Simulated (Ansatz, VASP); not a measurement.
## Ta2H5 in VASP and in Ansatz

```
Ta H
1.0
     3.88792    0.00000    0.00000
     0.00000    3.88792    0.00000
     0.00000    0.00000    3.75148
Ta H
2 5
Direct
  0.50000 0.00000 0.50000
  0.00000 0.50000 0.50000
  0.50000 0.00000 0.00000
  0.00000 0.50000 0.00000
  0.00000 0.00000 0.26193
  0.00000 0.00000 0.73807
  0.50000 0.50000 0.00000
```

Alike in both runs: functional PBE; k mesh 6 × 6 × 4; occupations gaussian, width 0.1 eV; no spin polarisation.

Ansatz relaxed the structure, and its values are those at the end. VASP's run is a single point on that final structure, the one shown.

|  | VASP | Ansatz |
| --- | --- | --- |
| version | VASP 6.6.1 | Ansatz 0.2.0 |
| potentials or method | VASP PAW PBE potentials, release 64 (Ta_pv, H), cutoff 520 eV | scalar-relativistic, plane waves, PAW |
| valence electrons in the cell | 27 | 31 |

VASP gave:

| Item | Value |
| --- | --- |
| gap on the k mesh at the Fermi level (eV) | none |
| pressure (GPa) | 0.1 |

Estimate Ansatz's values.

gap on the k mesh at the Fermi level (eV): none; pressure (GPa): 0.0.

A gap of «none» marks a metal or a gap that the smearing closes. With one functional, cell and mesh, what is left measures potentials, basis and numerics. VASP's potentials hold 27 valence electrons a cell and Ansatz's 31, so a difference there can come from the potentials and not from the codes.

The k mesh is coarse, so the values compare programs but aren't converged. Spin-orbit coupling is off throughout.
